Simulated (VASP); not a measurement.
# MgCd3Te4 (P-43m) in VASP: a series of runs

Runs on MgCd3Te4. Level: PBE. Tasks: single point, relaxation of cell and atoms.

Program: VASP 6.6.1. These are calculated values, not measurements. Logs are shortened: lines on timing, memory, paths and dates and some standing lists are left out, and cuts for length are marked.

**1. The cell of the first run**

Symmetry: P-43m, No. 215, cubic system. Conventional cell: a = 6.103 Å, b = 6.103 Å, c = 6.103 Å, α = 90.00°, β = 90.00°, γ = 90.00°. Mg (site symmetry -43m) has 4 Te at 2.64 Å within 3.5 Å. Cd (site symmetry -42m) has 4 Te at 2.64 Å within 3.5 Å. Within 3.5 Å of Te (site symmetry 3m) lie 1 Mg at 2.64 Å and 3 Cd at 2.64 Å.

**2. Single point, PBE**

INCAR reads:

```
SYSTEM = MgCd3Te4
PREC = Accurate ; ENCUT = 520
EDIFF = 1E-6 ; ISMEAR = 0
SIGMA = 0.1 ; LREAL = .FALSE.
LASPH = .TRUE. ; NELM = 100
ALGO = Normal ; ISIF = 2
LWAVE = .FALSE. ; LCHARG = .FALSE.
GGA = PE ; NBANDS = 41
```

KPOINTS reads:

```
regular mesh
0
G
  4 4 4
  0 0 0
```

POSCAR reads:

```
MgCd3Te4
1.0
    6.1025266100      0.0000000000      0.0000000000
    0.0000000000      6.1025266100      0.0000000000
    0.0000000000      0.0000000000      6.1025266100
Mg Cd Te
1 3 4
Direct
    0.0000000000      0.0000000000      0.0000000000
    0.0000000000      0.5000000000      0.5000000000
    0.5000000000      0.0000000000      0.5000000000
    0.5000000000      0.5000000000      0.0000000000
    0.7500000000      0.7500000000      0.2500000000
    0.7500000000      0.2500000000      0.7500000000
    0.2500000000      0.7500000000      0.7500000000
    0.2500000000      0.2500000000      0.2500000000
```

Potentials or basis: VASP PAW PBE potentials, release 64 (Mg, Cd, Te).

Command:

```bash
$ cat potpaw_PBE.64/Mg/POTCAR potpaw_PBE.64/Cd/POTCAR potpaw_PBE.64/Te/POTCAR > POTCAR
$ mpirun -np 1 vasp_std > vasp.out
```

OUTCAR:

```text
SYSTEM = MgCd3Te4
   PREC = Accurate
   ENCUT = 520
   EDIFF = 1E-6
   ISMEAR = 0
   LREAL = .FALSE.
   LASPH = .TRUE.
   NELM = 100
   ISIF = 2
   GGA = PE

 ion  position               nearest neighbor table
   1  0.000  0.000  0.000-   5 2.64   6 2.64   7 2.64   8 2.64
   2  0.000  0.500  0.500-   5 2.64   6 2.64   7 2.64   8 2.64
   3  0.500  0.000  0.500-   5 2.64   6 2.64   7 2.64   8 2.64
   4  0.500  0.500  0.000-   5 2.64   6 2.64   7 2.64   8 2.64
   5  0.750  0.750  0.250-   1 2.64   2 2.64   3 2.64   4 2.64
   6  0.750  0.250  0.750-   1 2.64   2 2.64   3 2.64   4 2.64
   7  0.250  0.750  0.750-   1 2.64   2 2.64   3 2.64   4 2.64
   8  0.250  0.250  0.250-   1 2.64   2 2.64   3 2.64   4 2.64

  LATTYP: Found a simple cubic cell.
 ALAT       =     6.1025266100

  Lattice vectors:

 A1 = (   6.1025266100,   0.0000000000,   0.0000000000)
 A2 = (   0.0000000000,   6.1025266100,   0.0000000000)
 A3 = (   0.0000000000,   0.0000000000,   6.1025266100)

Analysis of symmetry for initial positions (statically):
=====================================================================
 Subroutine PRICEL returns:
 Original cell was already a primitive cell.

 Routine SETGRP: Setting up the symmetry group for a
 simple cubic supercell.

 Subroutine GETGRP returns: Found 24 space group operations
 (whereof 24 operations were pure point group operations)
 out of a pool of 48 trial point group operations.

The static configuration has the point symmetry T_d .

Analysis of symmetry for dynamics (positions and initial velocities):
=====================================================================
 Subroutine PRICEL returns:
 Original cell was already a primitive cell.

 Routine SETGRP: Setting up the symmetry group for a
 simple cubic supercell.

 Subroutine GETGRP returns: Found 24 space group operations
 (whereof 24 operations were pure point group operations)
 out of a pool of 48 trial point group operations.

The dynamic configuration has the point symmetry T_d .

 Subroutine INISYM returns: Found 24 space group operations
 (whereof 24 operations are pure point group operations),
 and found     1 'primitive' translations

----------------------------------------------------------------------------------------

                                     Primitive cell

  volume of cell :     227.2632

  direct lattice vectors                    reciprocal lattice vectors
     6.102526610  0.000000000  0.000000000     0.163866553  0.000000000  0.000000000
     0.000000000  6.102526610  0.000000000     0.000000000  0.163866553  0.000000000
[... 91 lines left out ...]
   TEBEG  =    0.0;   TEEND  =   0.0 temperature during run
   PSTRESS=    0.0 pullay stress
   NELECT =      62.0000    total number of electrons
   NUPDOWN=      -1.0000    fix difference up-down
   EMIN   =  10.00;   EMAX   =-10.00  energy-range for DOS
   EFERMI =   0.00;   METHOD = LEGACY
   ISMEAR =     0;   SIGMA  =   0.10  broadening in eV -4-tet -1-fermi 0-gaus
   EFERMI_NEDOS =   21; number of points for ismear=-14 and -15
   IALGO  =     38    algorithm
   IMIX   =      4    mixing-type and parameters
     AMIX     =   0.40;   BMIX     =  1.00
     AMIX_MAG =   1.60;   BMIX_MAG =  1.00
  volume/ion in A,a.u.               =      28.41       191.71
  Fermi-wavevector in a.u.,A,eV,Ry     =   1.061767  2.006448 15.338504  1.127348
  Thomas-Fermi vector in A             =   2.197194
   LORBIT       =      0    0 simple, 1 ext, 2 COOP (PROOUT), +10 PAW based schemes
   GGA     = PE    functional components
   LHFCALC =     F    Hartree Fock is set to
   AEXX    =    0.0000 exact exchange contribution
   IVDW    =     0    specifies the selected vdW correction
   LEPSILON=     F    determine dielectric tensor
   LRPA    =     F    only Hartree local field effects (RPA)
 non-spin polarized calculation
 Gauss-broadening in eV      SIGMA  =   0.10
  energy-cutoff  :      520.00
  volume of cell :      227.26
 maximum number of plane-waves:      6152
 NGX is ok and might be reduce to    48
   NGX = 23   NGY = 23   NGZ = 23

 number of electron      61.9999969 magnetization

 Free energy of the ion-electron system (eV)
  ---------------------------------------------------
  ext. energy  EPLUGINS =         0.00000000
  ---------------------------------------------------
  free energy    TOTEN  =       -18.68391914 eV

  energy without entropy =      -18.68391914  energy(sigma->0) =      -18.68391914

 E-fermi :   4.3994     XC(G=0):  -9.1860

 val. band max:        3.9405975634   @ k =   0.0000   0.0000   0.0000
 cond. band min:       5.7178605414   @ k =   0.0000   0.0000   0.0000
 fundamental gap:      1.7772629780
 Fermi energy:         4.3994202189

 k-point     1 :       0.0000    0.0000    0.0000
  band No.  band energies     occupation
      1      -8.0624      2.00000
      2      -7.2453      2.00000
      3      -7.2453      2.00000
      4      -7.2453      2.00000
      5      -4.8440      2.00000
      6      -4.8440      2.00000
[... 429 lines left out ...]
     40       9.2323      0.00000
     41       9.2438      0.00000

------------------------ aborting loop because EDIFF is reached ----------------------------------------

  FORCE on cell =-STRESS in cart. coord.  units (eV):
  Direction    XX          YY          ZZ          XY          YZ          ZX
  --------------------------------------------------------------------------------------
  -------------------------------------------------------------------------------------
  Total       20.0193813     20.0193813     20.0193813      0.0000000      0.0000000     -0.0000000
  in kB      141.1341751    141.1341751    141.1341751      0.0000000      0.0000000     -0.0000000
  external PRESSURE =     141.1341751 kB  Pullay stress =       0.0000000 kB

 VOLUME and BASIS-vectors are now :
 -----------------------------------------------------------------------------
  energy-cutoff  :      520.00
  volume of cell :      227.26
      direct lattice vectors                 reciprocal lattice vectors
     6.102526610  0.000000000  0.000000000     0.163866553  0.000000000  0.000000000
     0.000000000  6.102526610  0.000000000     0.000000000  0.163866553  0.000000000
     0.000000000  0.000000000  6.102526610     0.000000000  0.000000000  0.163866553

 POSITION                                       TOTAL-FORCE (eV/Angst)
 -----------------------------------------------------------------------------------
      0.00000      0.00000      0.00000         0.000000     -0.000000     -0.000000
      0.00000      3.05126      3.05126        -0.000000     -0.000000      0.000000
      3.05126      0.00000      3.05126         0.000000     -0.000000     -0.000000
      3.05126      3.05126      0.00000        -0.000000     -0.000000     -0.000000
      4.57689      4.57689      1.52563         0.347645      0.347645     -0.347645
      4.57689      1.52563      4.57689         0.347645     -0.347645      0.347645
      1.52563      4.57689      4.57689        -0.347645      0.347645      0.347645
      1.52563      1.52563      1.52563        -0.347645     -0.347645     -0.347645
 -----------------------------------------------------------------------------------
    total drift:                                0.000000     -0.000000     -0.000000

  FREE ENERGIE OF THE ION-ELECTRON SYSTEM (eV)
  ---------------------------------------------------
  free  energy   TOTEN  =       -18.6839191384 eV

  energy  without entropy=      -18.6839191384  energy(sigma->0) =      -18.68391914
```

stdout:

```text
POSCAR found type information on POSCAR MgCdTe
 POSCAR found :  3 types and       8 ions
 scaLAPACK will be used
 LDA part: xc-table for (Slater+PW92), standard interpolation
 POSCAR, INCAR and KPOINTS ok, starting setup
 FFT: planning ... GRIDC
 FFT: planning ... GRID_SOFT
 FFT: planning ... GRID
 WAVECAR not read
 entering main loop
```

It took 60 s on 1 thread of Intel Xeon Platinum 8488C (Sapphire Rapids), shared host; peak memory 0.36 GiB.

What came out:

* Free energy: -18.6839 eV
* Pressure: 14.1 GPa
* Band gap on the k mesh: 1.78 eV

Caveat: the cell stands under pressure; spin-orbit coupling is left out, which moves the levels of the heavy elements. A k mesh can miss the band edges.

**3. Single point, PBE**

This run uses another cell than the first one, of 35.79 Å³/atom.

INCAR reads:

```
SYSTEM = MgCd3Te4
PREC = Accurate
ENCUT = 520
EDIFF = 1E-7
ISMEAR = 0
SIGMA = 0.02
LREAL = .False.
LASPH = .True.
NELM = 100
ALGO = Normal
ISIF = 2
LWAVE = .False.
LCHARG = .True.
GGA = PE
LELF = .True.
LVHAR = .True.
NBANDS = 41
```

KPOINTS reads:

```
Automatic mesh
0
Gamma
  4 4 4
  0 0 0
```

POSCAR reads:

```
MgCd3Te4
1.0
    6.5911452231      0.0000000000      0.0000000000
    0.0000000000      6.5911452231      0.0000000000
    0.0000000000      0.0000000000      6.5911452231
Mg Cd Te
1 3 4
Direct
    0.0000000000      0.0000000000      0.0000000000
    0.0000000000      0.5000000000      0.5000000000
    0.5000000000      0.0000000000      0.5000000000
    0.5000000000      0.5000000000      0.0000000000
    0.7527074182      0.7527074182      0.2472925818
    0.7527074182      0.2472925818      0.7527074182
    0.2472925818      0.7527074182      0.7527074182
    0.2472925818      0.2472925818      0.2472925818
```

Potentials or basis: VASP PAW PBE potentials, release 64 (Mg, Cd, Te).

Command:

```bash
$ cat potpaw_PBE.64/Mg/POTCAR potpaw_PBE.64/Cd/POTCAR potpaw_PBE.64/Te/POTCAR > POTCAR
$ mpirun -np 1 vasp_std > vasp.out
```

Run time: 1.8 min. Hardware: 1 thread of Intel Xeon Platinum 8488C (Sapphire Rapids), shared host; peak memory 0.4 GiB.

The run converged. Its results:

* Free energy: -20.8214 eV
* Pressure: 0.1 GPa
* Largest force: 0.021 eV/Å
* Band gap on the k mesh: 1.00 eV

Forces in eV/Å, atoms in the order of the input:
```
Mg   0.000  0.000  0.000
Cd   0.000  0.000  0.000
Cd   0.000  0.000  0.000
Cd   0.000  0.000  0.000
Te   0.012  0.012 -0.012
Te   0.012 -0.012  0.012
Te  -0.012  0.012  0.012
Te  -0.012 -0.012 -0.012
```

Levels at points of the mesh, in eV from the valence-band top:
| k point | band 29 | band 30 | band 31 | band 32 | band 33 | band 34 |
| --- | --- | --- | --- | --- | --- | --- |
| (0.00, 0.00, 0.00) | 0.00 | 0.00 | 0.00 | 1.00 | 2.58 | 2.58 |
| (0.50, 0.00, 0.00) | -0.96 | -0.80 | -0.80 | 2.97 | 3.08 | 3.52 |
| (0.50, 0.50, 0.00) | -0.69 | -0.67 | -0.50 | 3.09 | 3.19 | 3.19 |
| (0.50, 0.50, 0.50) | -0.53 | -0.53 | -0.53 | 1.88 | 1.88 | 1.88 |

Caveat: spin-orbit coupling is left out, which moves the levels of the heavy elements.

**4. Relaxation of cell and atoms, PBE**

This run uses another cell than the first one, of 35.62 Å³/atom.

INCAR reads:

```
  ALGO = Normal
  EDIFF = 1E-6
  EDIFFG = -0.01
  ENCUT = 600
  GGA = PE
  IBRION = 2
  ISIF = 3
  ISMEAR = 0
  LASPH = True
  LCHARG = False
  LREAL = False
  LWAVE = False
  NELM = 60
  NSW = 100
  PREC = Accurate
  SIGMA = 0.02
```

KPOINTS reads:

```
k-points
0
Gamma
  4 4 4
```

POSCAR reads:

```
MgCd3Te4
1.0
    6.5806440502      0.0000000000      0.0000000000
    0.0000000000      6.5806440502      0.0000000000
    0.0000000000      0.0000000000      6.5806440502
Mg Cd Te
1 3 4
Direct
    0.0000000000      0.0000000000      0.0000000000
    0.0000000000      0.5000000000      0.5000000000
    0.5000000000      0.0000000000      0.5000000000
    0.5000000000      0.5000000000      0.0000000000
    0.7526435937      0.7526435937      0.2473564063
    0.7526435937      0.2473564063      0.7526435937
    0.2473564063      0.7526435937      0.7526435937
    0.2473564063      0.2473564063      0.2473564063
```

Command:

```bash
$ cat potpaw_PBE.64/Mg/POTCAR potpaw_PBE.64/Cd/POTCAR potpaw_PBE.64/Te/POTCAR > POTCAR
$ mpirun -np 1 vasp_std > vasp.out
```

Wall time 4.2 min (1 thread of Intel Xeon Platinum 8488C (Sapphire Rapids), shared host); peak memory 0.5 GiB.

Results (log left out):

```yaml
Free_energy: -20.8205 eV
Relaxed_volume: 35.82 Å³/atom
Relaxed_cell: a = 6.593 Å, b = 6.593 Å, c = 6.593 Å, α = 90.00°, β = 90.00°, γ = 90.00°
Space_group_after_relaxing_to_0.1_Å: P-43m (No. 215)
Energy_gained_by_relaxing: 0.2 meV/atom
Ionic_steps: 6
Pressure_after_relaxing: 0.0 GPa
Band_gap_on_the_k_mesh: 1.00 eV
```

Step by step:
```
step  energy change (eV)  largest force (eV/Å)  pressure (GPa)  volume (Å³)
   1              0.0000                0.0284            0.20       284.97
   2             -0.0012                0.0159           -0.01       286.80
   3             -0.0012                0.0163           -0.02       286.75
   4             -0.0012                0.0167            0.00       286.68
   5             -0.0012                0.0115           -0.01       286.65
   6             -0.0013                0.0008            0.00       286.59
```

Final structure:
```
Mg Cd Te
1.0
     6.59302    0.00000    0.00000
     0.00000    6.59302    0.00000
     0.00000    0.00000    6.59302
Mg Cd Te
1 3 4
Direct
  0.00000 0.00000 0.00000
  0.00000 0.50000 0.50000
  0.50000 0.00000 0.50000
  0.50000 0.50000 0.00000
  0.75299 0.75299 0.24701
  0.75299 0.24701 0.75299
  0.24701 0.75299 0.75299
  0.24701 0.24701 0.24701
```

Levels at points of the mesh, in eV from the valence-band top:
| k point | band 29 | band 30 | band 31 | band 32 | band 33 | band 34 |
| --- | --- | --- | --- | --- | --- | --- |
| (0.00, 0.00, 0.00) | 0.00 | 0.00 | 0.00 | 1.00 | 2.58 | 2.58 |
| (0.50, 0.00, 0.00) | -0.96 | -0.79 | -0.79 | 2.97 | 3.07 | 3.53 |
| (0.50, 0.50, 0.00) | -0.69 | -0.67 | -0.49 | 3.08 | 3.19 | 3.19 |
| (0.50, 0.50, 0.50) | -0.53 | -0.53 | -0.53 | 1.88 | 1.88 | 1.88 |

Caveat: spin-orbit coupling is left out, which moves the levels of the heavy elements.

**5. Overview**

| task | cell | cutoff (eV) | smearing | gap on the mesh (eV) | pressure (GPa) |
| --- | --- | --- | --- | --- | --- |
| single point | a = 6.103 Å, 8 atoms, atomic positions A | 520 | gaussian 0.1 eV | 1.78 | 14.1 |
| single point | a = 6.591 Å, 8 atoms, atomic positions B | 520 | gaussian 0.02 eV | 1.00 | 0.1 |
| relaxation of cell and atoms | relaxed from a = 6.581 Å, 8 atoms, atomic positions C | 600 | gaussian 0.02 eV | 1.00 | 0.0 |

Alike in all rows: level PBE; potentials or basis VASP PAW PBE potentials, release 64 (Mg, Cd, Te); no spin polarisation; k mesh 4 × 4 × 4.

Caveats: spin-orbit coupling is left out, which moves the levels of the heavy elements; the cell stands under pressure (at least some runs).

Absolute energies hang on the potentials; compare differences alone.
